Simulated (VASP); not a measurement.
Here is a VASP 6.6.1 calculation.

File INCAR:

```
ALGO = Normal ; EDIFF = 1E-6
ENCUT = 1340 ; GGA = PE
GGA_COMPAT = F ; ISIF = 2
ISMEAR = 0 ; LASPH = T
LCHARG = F ; LREAL = F
LWAVE = F ; NBANDS = 51
NELM = 120 ; PREC = Accurate
SIGMA = 0.1
```

File KPOINTS:

```
k-points
0
Gamma
  4 4 4
```

File POSCAR:

```
BaZrO3
1.0
   -2.9769651900      2.9769651900      4.2139425300
    2.9769651900     -2.9769651900      4.2139425300
    2.9769651900      2.9769651900     -4.2139425300
Ba Zr O
2 2 6
Direct
    0.7500000000      0.2500000000      0.5000000000
    0.2500000000      0.7500000000      0.5000000000
    0.0000000000      0.0000000000      0.0000000000
    0.5000000000      0.5000000000      0.0000000000
    0.7500000000      0.7500000000      0.0000000000
    0.2500000000      0.2500000000      0.0000000000
    0.2393670700      0.7393670700      0.9787341400
    0.7606329300      0.2606329300      0.0212658600
    0.7393670700      0.7606329300      0.5000000000
    0.2606329300      0.2393670700      0.5000000000
```

Potentials or basis: VASP PAW PBE potentials, release 64 (Ba_sv, Zr_sv, O_h).

The run is started by

```bash
$ cat potpaw_PBE.64/Ba_sv/POTCAR potpaw_PBE.64/Zr_sv/POTCAR potpaw_PBE.64/O_h/POTCAR > POTCAR
$ mpirun -np 1 vasp_std > vasp.out
```

Task: Predict the pressure.

Result: 2.4 GPa.

Task: Predict the band gap on the k mesh.

Result: 3.18 eV.

Caveat: spin-orbit coupling is left out, which moves the levels of the heavy elements. A k mesh can miss the band edges.
